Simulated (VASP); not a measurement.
Here is a VASP 6.6.1 calculation.

Contents of INCAR:

```
PREC = Accurate
ENCUT = 600
EDIFF = 1E-6
ISMEAR = 0
SIGMA = 0.1
LREAL = F
LASPH = T
NELM = 60
ALGO = Normal
ISIF = 3
LWAVE = F
LCHARG = F
GGA = PE
IBRION = 2
NSW = 100
EDIFFG = -0.01
```

Contents of KPOINTS:

```
Automatic mesh
0
Gamma
  14 14 8
```

The input POSCAR:

```
PtSe2
1.0
    3.3200057355      0.0000000000      0.0000000000
    0.0000000000      3.3200057355      0.0000000000
    0.0000000000      0.0000000000      5.6880833508
Pt Se
1 2
Direct
    0.5000000000      0.5000000000      0.0000000000
    0.0000000000      0.0000000000      0.2620808545
    0.0000000000      0.0000000000      0.7379191455
```

Potentials or basis: VASP PAW PBE potentials, release 64 (Pt, Se).

The run is started by

```console
$ cat potpaw_PBE.64/Pt/POTCAR potpaw_PBE.64/Se/POTCAR > POTCAR
$ mpirun -np 1 vasp_std > vasp.out
```

(1) Predict the relaxed volume.

(2) Predict the space group after relaxing (to 0.05 Å).

(3) What does it give for the band gap on the k mesh?

Results:

(1) 20.83 Å³/atom.

(2) P4/mmm (No. 123).

(3) zero (band 11 reaches 7.38 eV, above the bottom of band 12 at 5.60 eV).

Caveat: spin-orbit coupling is left out, which moves the levels of the heavy elements.
